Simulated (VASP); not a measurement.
# Ge (Fd-3m) in VASP: single point with PBE

Aim: the single point of Ge with PBE.

Everything below comes from runs of VASP 6.6.1. Logs are shortened: lines on timing, memory, paths and dates and some standing lists are left out, and cuts for length are marked.

### 1 The cell of the first run

The structure is cubic, space group Fd-3m (No. 227). The conventional cell has a = 5.762 Å, b = 5.762 Å, c = 5.762 Å, α = 90.00°, β = 90.00°, γ = 90.00°. Ge (site symmetry -43m) has 4 Ge at 2.49 Å within 3.3 Å.

### 2 Single point, PBE

INCAR reads:

```
SYSTEM = Ge
PREC = Accurate ; ENCUT = 500
EDIFF = 1E-6 ; ISMEAR = 0
SIGMA = 0.1 ; LREAL = .FALSE.
LASPH = .TRUE. ; NELM = 120
ALGO = Normal ; ISIF = 2
LWAVE = .FALSE. ; LCHARG = .FALSE.
GGA = PE ; NBANDS = 51
GGA_COMPAT = .FALSE.
```

KPOINTS reads:

```
Automatic mesh
0
G
  12 12 4
  0 0 0
```

POSCAR reads:

```
Ge
1.0
    4.0740339103      0.0000000293      0.0000000000
   -2.0370169805      3.5282168476      0.0000000000
    0.0000000000      0.0000000000      9.9793043594
Ge
6
Direct
    0.0000000000      0.0000000000      0.0000019167
    0.6666666667      0.3333333333      0.0833314167
    0.6666666667      0.3333333333      0.3333352500
    0.3333333333      0.6666666667      0.4166647500
    0.3333333333      0.6666666667      0.6666685833
    1.0000000000      0.0000000000      0.7499980833
```

Potentials or basis: VASP PAW PBE potentials, release 64 (Ge_d).

Run with:

```sh
> cat potpaw_PBE.64/Ge_d/POTCAR > POTCAR
> mpirun -np 1 vasp_std > vasp.out
```

OUTCAR:

```text
SYSTEM = Ge
   PREC = Accurate
   ENCUT = 500
   EDIFF = 1E-6
   ISMEAR = 0
   LREAL = .FALSE.
   LASPH = .TRUE.
   NELM = 120
   ISIF = 2
   GGA = PE

 ion  position               nearest neighbor table
   1  0.000  0.000  0.000-   2 2.49   2 2.49   2 2.49   6 2.49
   2  0.667  0.333  0.083-   1 2.49   1 2.49   1 2.49   3 2.49
   3  0.667  0.333  0.333-   4 2.49   4 2.49   4 2.49   2 2.49
   4  0.333  0.667  0.417-   3 2.49   3 2.49   3 2.49   5 2.49
   5  0.333  0.667  0.667-   6 2.49   6 2.49   6 2.49   4 2.49
   6  0.000  0.000  0.750-   5 2.49   5 2.49   5 2.49   1 2.49

  LATTYP: Found a hexagonal cell.
 ALAT       =     4.0740339103
 C/A-ratio  =     2.4494897635

  Lattice vectors:

 A1 = (   4.0740339103,   0.0000000293,   0.0000000000)
 A2 = (  -2.0370169805,   3.5282168476,   0.0000000000)
 A3 = (   0.0000000000,   0.0000000000,   9.9793043594)

Analysis of symmetry for initial positions (statically):
=====================================================================
 Subroutine PRICEL returns following result:

  LATTYP: Found a face centered cubic cell.
 ALAT       =     5.7615540426

  Lattice vectors:

 A1 = (   2.0370169634,  -1.1760722726,  -3.3264347871)
 A2 = (   4.0740339097,   0.0000000297,  -0.0000000020)
 A3 = (   2.0370169805,  -3.5282168476,   0.0000000000)

   3 primitive cells build up your supercell.

 Routine SETGRP: Setting up the symmetry group for a
 hexagonal supercell.

 Subroutine GETGRP returns: Found 12 space group operations
 (whereof  6 operations were pure point group operations)
 out of a pool of 24 trial point group operations.

The static configuration has the point symmetry C_3v.
 The point group associated with its full space group is D_3d.

Analysis of symmetry for dynamics (positions and initial velocities):
=====================================================================
 Subroutine PRICEL returns following result:

  LATTYP: Found a face centered cubic cell.
 ALAT       =     5.7615540426

  Lattice vectors:

 A1 = (   2.0370169634,  -1.1760722726,  -3.3264347871)
 A2 = (   4.0740339097,   0.0000000297,  -0.0000000020)
 A3 = (   2.0370169805,  -3.5282168476,   0.0000000000)

   3 primitive cells build up your supercell.

 Routine SETGRP: Setting up the symmetry group for a
 hexagonal supercell.

 Subroutine GETGRP returns: Found 12 space group operations
 (whereof  6 operations were pure point group operations)
 out of a pool of 24 trial point group operations.

The dynamic configuration has the point symmetry C_3v.
 The point group associated with its full space group is D_3d.

 Subroutine INISYM returns: Found 12 space group operations
 (whereof  6 operations are pure point group operations),
 and found     3 'primitive' translations

----------------------------------------------------------------------------------------

                                     Primitive cell

  volume of cell :      47.8144

  direct lattice vectors                    reciprocal lattice vectors
     2.037016963 -1.176072273 -3.326434787    -0.000000000 -0.000000000 -0.300622157
     4.074033910  0.000000030 -0.000000002     0.245456964  0.141714647  0.100207386
     2.037016980 -3.528216848  0.000000000     0.000000002 -0.283429290  0.100207386

  length of vectors
     4.074033934  4.074033910  4.074033910     0.300622157  0.300622159  0.300622159

  position of ions in fractional coordinates (direct lattice)
     0.999994250  0.000001917  0.000001917
     0.750005750  0.749998083  0.749998083

  ion indices of the primitive-cell ions
   primitive index   ion index
                 1           1
                 2           6

----------------------------------------------------------------------------------------

 KPOINTS: Automatic mesh

Automatic generation of k-mesh.
 Grid dimensions read from file:
 generate k-points for:   12   12    4

 Generating k-lattice:

  Cartesian coordinates                     Fractional coordinates (reciprocal lattice)
     0.020454747  0.011809554  0.000000000     0.083333333  0.000000000  0.000000000
    -0.000000000  0.023619107  0.000000000     0.000000000  0.083333333  0.000000000
     0.000000000  0.000000000  0.025051846     0.000000000  0.000000000  0.250000000

  Length of vectors
     0.023619107  0.023619107  0.025051846

  Shift w.r.t. Gamma in fractional coordinates (k-lattice)
     0.000000000  0.000000000  0.000000000

 Subroutine IBZKPT returns following result:
 ===========================================

 Found     69 irreducible k-points:

 Following reciprocal coordinates:
            Coordinates               Weight
  0.000000  0.000000  0.000000      1.000000
  0.083333  0.000000  0.000000      6.000000
  0.166667  0.000000  0.000000      6.000000
  0.250000  0.000000  0.000000      6.000000
  0.333333  0.000000  0.000000      6.000000
  0.416667  0.000000  0.000000      6.000000
[... 16 lines left out ...]
  0.166667  0.000000  0.250000      6.000000
 -0.000000  0.166667  0.250000      6.000000
 [... further k-points ...]
   k-points           NKPTS =     69   k-points in BZ     NKDIM =     69   number of bands    NBANDS=     51
   number of dos      NEDOS =    301   number of ions     NIONS =      6
   total plane-waves  NPLWV =  72000
   dimension x,y,z NGX =    30 NGY =   30 NGZ =   80
   dimension x,y,z NGXF=    60 NGYF=   60 NGZF=  160
   ions per type =               6
   NGX,Y,Z   is equivalent  to a cutoff of  12.24, 12.24, 13.33 a.u.
   NGXF,Y,Z  is equivalent  to a cutoff of  24.48, 24.48, 26.65 a.u.
 SYSTEM =  Ge
   PREC   = accura    normal or accurate (medium, high low for compatibility)
   ISTART =      0    job   : 0-new  1-cont  2-samecut
   ICHARG =      2    charge: 1-file 2-atom 10-const
   ISPIN  =      1    spin polarized calculation?
   LNONCOLLINEAR =      F non collinear calculations
   LSORBIT =      F    spin-orbit coupling
   LASPH  =      T    aspherical Exc in radial PAW
   ENCUT  =  500.0 eV  36.75 Ry    6.06 a.u.   7.43  7.43 18.19*2*pi/ulx,y,z
   NELM   =    120;   NELMIN=  2; NELMDL= -5     # of ELM steps
   EDIFF  = 0.1E-05   stopping-criterion for ELM
   LREAL  =      F    real-space projection
   EDIFFG = 0.1E-04   stopping-criterion for IOM
   NSW    =      0    number of steps for IOM
   IBRION =     -1    ionic relax: 0-MD 1-quasi-New 2-CG
   NFREE  =      0    steps in history (QN), initial steepest desc. (CG)
   ISIF   =      2    stress and relaxation
   ISYM   =      2    0-nonsym 1-usesym 2-fastsym
   POTIM  = 0.5000    time-step for ionic-motion
   TEBEG  =    0.0;   TEEND  =   0.0 temperature during run
   PSTRESS=    0.0 pullay stress
   NELECT =      84.0000    total number of electrons
   NUPDOWN=      -1.0000    fix difference up-down
   EMIN   =  10.00;   EMAX   =-10.00  energy-range for DOS
   EFERMI =   0.00;   METHOD = LEGACY
   ISMEAR =     0;   SIGMA  =   0.10  broadening in eV -4-tet -1-fermi 0-gaus
   EFERMI_NEDOS =   21; number of points for ismear=-14 and -15
   IALGO  =     38    algorithm
   IMIX   =      4    mixing-type and parameters
     AMIX     =   0.40;   BMIX     =  1.00
     AMIX_MAG =   1.60;   BMIX_MAG =  1.00
  volume/ion in A,a.u.               =      23.91       161.33
  Fermi-wavevector in a.u.,A,eV,Ry     =   1.369645  2.588253 25.523525  1.875926
  Thomas-Fermi vector in A             =   2.495501
   LORBIT       =      0    0 simple, 1 ext, 2 COOP (PROOUT), +10 PAW based schemes
   GGA     = PE    functional components
   LHFCALC =     F    Hartree Fock is set to
   AEXX    =    0.0000 exact exchange contribution
   IVDW    =     0    specifies the selected vdW correction
   LEPSILON=     F    determine dielectric tensor
   LRPA    =     F    only Hartree local field effects (RPA)
 non-spin polarized calculation
 Gauss-broadening in eV      SIGMA  =   0.10
  energy-cutoff  :      500.00
  volume of cell :      143.44
 maximum number of plane-waves:      3679
 NGX is ok and might be reduce to    30
   NGX = 15   NGY = 15   NGZ = 37

 number of electron      83.9999934 magnetization

 Free energy of the ion-electron system (eV)
  ---------------------------------------------------
  ext. energy  EPLUGINS =         0.00000000
  ---------------------------------------------------
  free energy    TOTEN  =       -27.10911566 eV

  energy without entropy =      -27.10799604  energy(sigma->0) =      -27.10855585

 E-fermi :   4.4634     XC(G=0):  -9.6691

 val. band max:        4.3561554380   @ k =   0.0833   0.0000   0.2500
 cond. band min:       4.4750548708   @ k =   0.0000   0.0000   0.0000
 fundamental gap:      0.1188994328
 Fermi energy:         4.4634406129

 k-point     1 :       0.0000    0.0000    0.0000
  band No.  band energies     occupation
      1     -20.2901      2.00000
      2     -20.2901      2.00000
      3     -20.2901      2.00000
      4     -20.2901      2.00000
      5     -20.2711      2.00000
      6     -20.2710      2.00000
[... 43 lines left out ...]
     50       8.1980      0.00000
     51       8.1980      0.00000

 k-point     2 :       0.0833    0.0000    0.0000
  band No.  band energies     occupation
      1     -20.2955      2.00000
      2     -20.2936      2.00000
      3     -20.2924      2.00000
      4     -20.2891      2.00000
      5     -20.2748      2.00000
      6     -20.2734      2.00000
[... 43 lines left out ...]
     50       8.1796      0.00000
     51       8.3222      0.00000

 k-point     3 :       0.1667    0.0000    0.0000
  band No.  band energies     occupation
      1     -20.3012      2.00000
      2     -20.2999      2.00000
      3     -20.2974      2.00000
      4     -20.2912      2.00000
      5     -20.2819      2.00000
      6     -20.2783      2.00000
[... 43 lines left out ...]
     50       8.5511      0.00000
     51       8.5987      0.00000
[... 1027 lines left out ...]
 k-point    23 :       0.1667    0.0000    0.2500
  band No.  band energies     occupation
      1     -20.3051      2.00000
      2     -20.2981      2.00000
      3     -20.2941      2.00000
      4     -20.2870      2.00000
      5     -20.2831      2.00000
      6     -20.2810      2.00000
[... 43 lines left out ...]
     50       8.6172      0.00000
     51       8.9339      0.00000

 k-point    24 :      -0.0000    0.1667    0.2500
  band No.  band energies     occupation
      1     -20.3057      2.00000
      2     -20.2945      2.00000
      3     -20.2945      2.00000
      4     -20.2923      2.00000
      5     -20.2803      2.00000
      6     -20.2783      2.00000
[... 43 lines left out ...]
     50       8.5268      0.00000
     51       8.5536      0.00000

 [... further k-points ...]

------------------------ aborting loop because EDIFF is reached ----------------------------------------

  FORCE on cell =-STRESS in cart. coord.  units (eV):
  Direction    XX          YY          ZZ          XY          YZ          ZX
  --------------------------------------------------------------------------------------
  -------------------------------------------------------------------------------------
  Total       -0.0875093     -0.0875093     -0.0996029     -0.0000000      0.0000000      0.0000000
  in kB       -0.9774274     -0.9774274     -1.1125059     -0.0000000      0.0000000      0.0000000
  external PRESSURE =      -1.0224536 kB  Pullay stress =       0.0000000 kB

 VOLUME and BASIS-vectors are now :
 -----------------------------------------------------------------------------
  energy-cutoff  :      500.00
  volume of cell :      143.44
      direct lattice vectors                 reciprocal lattice vectors
     4.074033910  0.000000029  0.000000000     0.245456964  0.141714647  0.000000000
    -2.037016980  3.528216848  0.000000000    -0.000000002  0.283429290  0.000000000
     0.000000000  0.000000000  9.979304359     0.000000000  0.000000000  0.100207386

 POSITION                                       TOTAL-FORCE (eV/Angst)
 -----------------------------------------------------------------------------------
      0.00000      0.00000      0.00002         0.000000      0.000000      0.000504
      2.03702      1.17607      0.83159         0.000000     -0.000000     -0.000504
      2.03702      1.17607      3.32645        -0.000000      0.000000      0.000504
     -0.00000      2.35214      4.15802        -0.000000     -0.000000     -0.000504
     -0.00000      2.35214      6.65289        -0.000000      0.000000      0.000504
      0.00000      0.00000      7.48446         0.000000     -0.000000     -0.000504
 -----------------------------------------------------------------------------------
    total drift:                               -0.000000     -0.000000      0.000001

  FREE ENERGIE OF THE ION-ELECTRON SYSTEM (eV)
  ---------------------------------------------------
  free  energy   TOTEN  =       -27.1091156621 eV

  energy  without entropy=      -27.1079960382  energy(sigma->0) =      -27.10855585
```

Wall time 7.8 min (1 thread of Oxide Virtual Turin-like, shared host); peak memory 0.42 GiB.

What came out:

* Free energy: -27.1091 eV
* Pressure: -0.1 GPa
* Band gap on the k mesh: zero (filled and empty bands touch)

Caveat: semilocal functionals underestimate gaps, and a narrow one can read as zero.

The gap in the log of VASP goes by the Fermi energy; the results here count the filled bands.